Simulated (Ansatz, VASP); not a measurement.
**One calculation of KI, two programs**

The input INCAR:

```
PREC = Accurate ; ENCUT = 520
EDIFF = 1E-7 ; ISMEAR = 0
SIGMA = 0.05 ; LREAL = F
LASPH = T ; NELM = 80
ALGO = Normal ; ISIF = 2
LWAVE = F ; LCHARG = T
GGA = PS ; LELF = T
LVHAR = T ; NBANDS = 15
```

The input KPOINTS:

```
Automatic mesh
0
Gamma
  6 6 6
```

The input POSCAR:

```
KI
1.0
    0.0000000000      3.6655320000      3.6655320000
    3.6655320000      0.0000000000      3.6655320000
    3.6655320000      3.6655320000      0.0000000000
K I
1 1
Direct
    0.0000000000      0.0000000000      0.0000000000
    0.5000000000      0.5000000000      0.5000000000
```

Input for Ansatz:

```yaml
crystal:
  lattice:
    - [0.0, 3.665532, 3.665532]
    - [3.665532, 0.0, 3.665532]
    - [3.665532, 3.665532, 0.0]
  atoms:
    - { symbol: K, position: [0.0, 0.0, 0.0] }
    - { symbol: I, position: [0.5, 0.5, 0.5] }
basis:
  ecutwfc: 420
kpoints:
  mp_grid: { grid: [6, 6, 6] }
hamiltonian:
  xc: pbesol
scf:
  occupations: { method: gaussian, width: 0.05 }
output:
  forces: true
  stress: true
  eigenvalues: true
```

Change from the starting cell: strain +0.040 along x and y, +0.040 along z, atoms carried along.

Alike in both runs: task single point; functional PBEsol; k mesh 6 × 6 × 6; occupations gaussian, width 0.05 eV; no spin polarisation.

|  | VASP | Ansatz |
| --- | --- | --- |
| version | VASP 6.6.1 | Ansatz 0.2.0 |
| potentials or method | VASP PAW PBE potentials, release 64 (K_sv, I), cutoff 520 eV | scalar-relativistic, plane waves, PAW |
| valence electrons in the cell | 16 | 26 |

|  | VASP | Ansatz | Ansatz less VASP |
| --- | --- | --- | --- |
| gap on the k mesh at the Fermi level (eV) | 3.60 | 3.60 | +0.004 |
| least direct gap on the mesh (eV) | 3.60 | 3.60 | +0.004 |
| pressure (GPa) | -1.2 | -1.2 | -0.02 |

VASP's potentials were made for PBE, not for PBEsol. VASP's potentials hold 16 valence electrons a cell and Ansatz's 26, so a difference there can come from the potentials and not from the codes.

Spin-orbit coupling is off throughout.
